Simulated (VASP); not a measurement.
Set up this calculation in VASP 6.6.1, as the native input.

```yaml
Task: single point
Functional: revPBE
Potentials_or_basis: VASP PAW PBE potentials, release 64 (Li_sv)
Cutoff: 520 eV
k_mesh: 10 × 10 × 10
Occupations: fermi-dirac, width 0.1 eV
Spin: no spin polarisation
Dipole_correction: no
Further_INCAR_settings: ALGO = Normal; EDIFF = 1e-07; NBANDS = 10
```

The structure of Li lies in POSCAR:

```
Li
1.0
    0.0000000000      2.8836911880      2.8836911880
    2.8836911880      0.0000000000      2.8836911880
    2.8836911880      2.8836911880      0.0000000000
Li
2
Direct
    0.1250000000      0.1250000000      0.1250000000
    0.8750000000      0.8750000000      0.8750000000
```

This cell differs from its parent crystal: volume scaled by 0.88.

The input as run:

INCAR

```
SYSTEM = Li
PREC     = Accurate       ! precision mode
ENCUT    = 520            ! plane-wave cutoff, eV
EDIFF    = 1E-7           ! SCF threshold, eV
ISMEAR   = -1             ! smearing method
SIGMA    = 0.1            ! smearing width, eV
LREAL    = .False.        ! projectors in reciprocal space
LASPH    = .True.         ! aspherical terms in the spheres
NELM     = 80             ! most SCF steps
ALGO     = Normal         ! electronic algorithm
ISIF     = 2              ! what is computed and relaxed
LWAVE    = .False.        ! write WAVECAR
LCHARG   = .True.         ! write CHGCAR
GGA      = RE             ! functional
LELF     = .True.         ! ELF
LVHAR    = .True.       
NBANDS   = 10             ! bands
```

KPOINTS

```
Automatic mesh
0
Gamma
  10 10 10
  0 0 0
```

Potentials or basis: VASP PAW PBE potentials, release 64 (Li_sv).

Command:

```console
$ cat potpaw_PBE.64/Li_sv/POTCAR > POTCAR
$ mpirun -np 1 vasp_std > vasp.out
```

Results of the run:

```json
{
 "Band gap on the k mesh": "zero (band 3 reaches 0.94 eV, above the bottom of band 4 at 0.19 eV)"
}
```

Wall time 18 s on 1 thread of Intel(R) Xeon(R) Platinum 8259CL CPU @ 2.50GHz (Skylake/Cascade Lake), with other jobs on the host, peak memory 0.16 GiB.
